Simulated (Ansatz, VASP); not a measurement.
Ru: VASP beside Ansatz

Contents of INCAR:

```
PREC = Accurate ; ENCUT = 520
EDIFF = 1E-6 ; ISMEAR = 0
SIGMA = 0.1 ; LREAL = False
LASPH = True ; NELM = 60
ALGO = Fast ; ISIF = 2
LWAVE = False ; LCHARG = False
GGA = PS ; NBANDS = 21
```

Contents of KPOINTS:

```
Automatic mesh
0
Gamma
  24 24 12
```

The input POSCAR:

```
Ru
1.0
    2.6894812014      0.0000000000      0.0000000000
   -1.3447406007      2.3291590435      0.0000000000
    0.0000000000      0.0000000000      4.2519430486
Ru
2
Direct
    0.3333333333      0.6666666667      0.2500000000
    0.6666666667      0.3333333333      0.7500000000
```

Input for Ansatz:

```yaml
crystal:
  lattice:
    - [2.6894812013, 0.0, 0.0]
    - [-1.3447406006, 2.3291590433, 0.0]
    - [0.0, 0.0, 4.2519430485]
  atoms:
    - { symbol: Ru, position: [0.3333333333, 0.6666666667, 0.25] }
    - { symbol: Ru, position: [0.6666666667, 0.3333333333, 0.75] }
basis:
  ecutwfc: 420
kpoints:
  mp_grid: { grid: [24, 24, 12] }
hamiltonian:
  xc: pbesol
scf:
  occupations: { method: gaussian, width: 0.1 }
output:
  forces: true
  stress: true
  eigenvalues: true
```

Alike in both runs: task single point; functional PBEsol; k mesh 24 × 24 × 12; occupations gaussian, width 0.1 eV; no spin polarisation.

|  | VASP | Ansatz |
| --- | --- | --- |
| version | VASP 6.6.1 | Ansatz 0.2.0 |
| potentials or method | VASP PAW PBE potentials, release 64 (Ru_pv), cutoff 520 eV | scalar-relativistic, plane waves, PAW |
| valence electrons in the cell | 28 | 32 |

```tsv
	VASP	Ansatz	Ansatz less VASP
gap on the k mesh at the Fermi level (eV)	none	none	-
pressure (GPa)	0.0	0.1	+0.04
traceless stress, the component that is largest in VASP (GPa)	-0.68	-0.70	-0.020
```

VASP's potentials were made for PBE, not for PBEsol. A gap of «none» marks a metal or a gap that the smearing closes. The functional is the same, so the differences come from potentials, cutoffs and numerics. VASP's potentials hold 28 valence electrons a cell and Ansatz's 32, so a difference there can come from the potentials and not from the codes.
